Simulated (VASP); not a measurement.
Here is a VASP 6.6.1 calculation.

File INCAR:

```
PREC = Accurate ; ENCUT = 520
EDIFF = 1E-6 ; ISMEAR = 0
SIGMA = 0.15 ; LREAL = F
LASPH = T ; NELM = 80
ALGO = Normal ; ISIF = 2
LWAVE = F ; LCHARG = F
GGA = PS ; NBANDS = 33
```

Contents of KPOINTS:

```
Automatic mesh
0
Gamma
  14 14 8
```

The input POSCAR:

```
Ta4O
1.0
    3.2109380109      0.0000000000      0.0000000000
    0.0000000000      3.2109380109      0.0000000000
    0.0000000000      0.0000000000      8.0761817144
Ta O
4 1
Direct
    0.0000000000      0.0000000000      0.5000000000
    0.5000000000      0.5000000000      0.7827832025
    0.5000000000      0.5000000000      0.2172167975
    0.0000000000      0.0000000000      0.0000000000
    0.5000000000      0.5000000000      0.5000000000
```

Potentials or basis: VASP PAW PBE potentials, release 64 (Ta_pv, O).

The run is started by

```bash
$ cat potpaw_PBE.64/Ta_pv/POTCAR potpaw_PBE.64/O/POTCAR > POTCAR
$ mpirun -np 1 vasp_std > vasp.out
```

Problem. Estimate the largest force.

Solution. 0.487 eV/Å.

Problem. Predict the band gap on the k mesh.

Solution. Zero (bands 25 and 26 overlap by 0.80 eV).

Forces in eV/Å, atoms in the order of the input:
```
Ta   0.000  0.000  0.000
Ta   0.000  0.000 -0.487
Ta   0.000  0.000  0.487
Ta   0.000  0.000  0.000
O    0.000  0.000  0.000
```

Caveat: the cell differs from its parent crystal (strain +0.1000 x Voigt [0, 0, 1, 0, 0, 0]); the PAW data sets were made with another functional, which shifts forces and pressure a little; spin-orbit coupling is left out, which moves the levels of the heavy elements.
